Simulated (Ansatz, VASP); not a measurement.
CO2 in VASP and in Ansatz

The input INCAR:

```
PREC     = Accurate       # precision mode
ENCUT    = 520            # plane-wave cutoff, eV
EDIFF    = 1E-6           # SCF threshold, eV
ISMEAR   = -1             # smearing method
SIGMA    = 0.05           # smearing width, eV
LREAL    = False          # projectors in reciprocal space
LASPH    = True           # aspherical terms in the spheres
NELM     = 100            # most SCF steps
ALGO     = Normal         # electronic algorithm
ISIF     = 2              # what is computed and relaxed
LWAVE    = False          # write WAVECAR
LCHARG   = False          # write CHGCAR
GGA      = PS             # functional
NBANDS   = 25             # bands
```

File KPOINTS:

```
regular mesh
0
Gamma
  8 8 8
```

File POSCAR:

```
CO2
1.0
   -1.9747270000      1.9747270000      3.0743391600
    1.9747270000     -1.9747270000      3.0743391600
    1.9747270000      1.9747270000     -3.0743391600
O C
4 2
Direct
    0.8750000000      0.9597980000      0.5847980000
    0.3750000000      0.2902020000      0.4152020000
    0.0402020000      0.6250000000      0.9152020000
    0.7097980000      0.1250000000      0.0847980000
    0.0000000000      0.0000000000      0.0000000000
    0.7500000000      0.2500000000      0.5000000000
```

File input.yaml:

```yaml
crystal:
  lattice:
    - [-1.974727, 1.974727, 3.07433916]
    - [1.974727, -1.974727, 3.07433916]
    - [1.974727, 1.974727, -3.07433916]
  atoms:
    - { symbol: O, position: [0.875, 0.959798, 0.584798] }
    - { symbol: O, position: [0.375, 0.290202, 0.415202] }
    - { symbol: O, position: [0.040202, 0.625, 0.915202] }
    - { symbol: O, position: [0.709798, 0.125, 0.084798] }
    - { symbol: C, position: [0.0, 0.0, 0.0] }
    - { symbol: C, position: [0.75, 0.25, 0.5] }
hamiltonian:
  xc: pbesol
  pseudopotentials: { kind: paw }
kpoints:
  mp_grid: { grid: [8, 8, 8] }
  band_path:
    path:
      - [[0.0, 0.0, 0.0], [0.5, -0.5, 0.0], [0.5, -0.5, 0.2062911414], [0.3531455707, -0.3531455707, 0.3531455707], [0.0, 0.0, 0.0], [0.5, 0.5, -0.5], [0.6468544293, 0.3531455707, -0.3531455707], [0.5, 0.0, 0.0], [0.75, -0.25, -0.25], [0.7937088586, 0.2062911414, -0.5], [0.5, 0.5, -0.5]]
      - [[0.5, -0.5, 0.0], [0.75, -0.25, -0.25]]
    npoints: 14
scf:
  occupations: { method: fermi_dirac, width: 0.05 }
  n_extra_bands: 15
output:
  forces: true
  stress: true
  eigenvalues: true
  fatbands: false
```

Alike in both runs: functional PBEsol; k mesh 8 × 8 × 8; occupations fermi-dirac, width 0.05 eV; no spin polarisation.

|  | VASP | Ansatz |
| --- | --- | --- |
| version | VASP 6.6.1 | Ansatz 0.2.0 |
| potentials or method | VASP PAW PBE potentials, release 64 (O, C) | Ansatz PAW |
| plane-wave cutoff (eV) | 520 | 420 |
| valence electrons in the cell | 32 | 32 |
| task | single point | band structure |

Ansatz gave:

* gap on the k mesh at the Fermi level (eV): 7.53
* least direct gap on the mesh (eV): 7.88
* pressure (GPa): -11.1
* traceless stress, the component that is largest in VASP (GPa): -3.03
* rms of the force components (eV/Å): 0.176

**Question.** Which values does VASP return?

**Answer.** gap on the k mesh at the Fermi level (eV): 7.48; least direct gap on the mesh (eV): 7.82; pressure (GPa): -9.5; traceless stress, the component that is largest in VASP (GPa): -3.12; rms of the force components (eV/Å): 0.133.

VASP's potentials were made for PBE, not for PBEsol. Atom by atom the forces differ by 0.043 eV/Å (rms over components). With one functional, cell and mesh, what is left measures potentials, basis and numerics.

Noted on Ansatz's run: Pulay correction over one GPa.
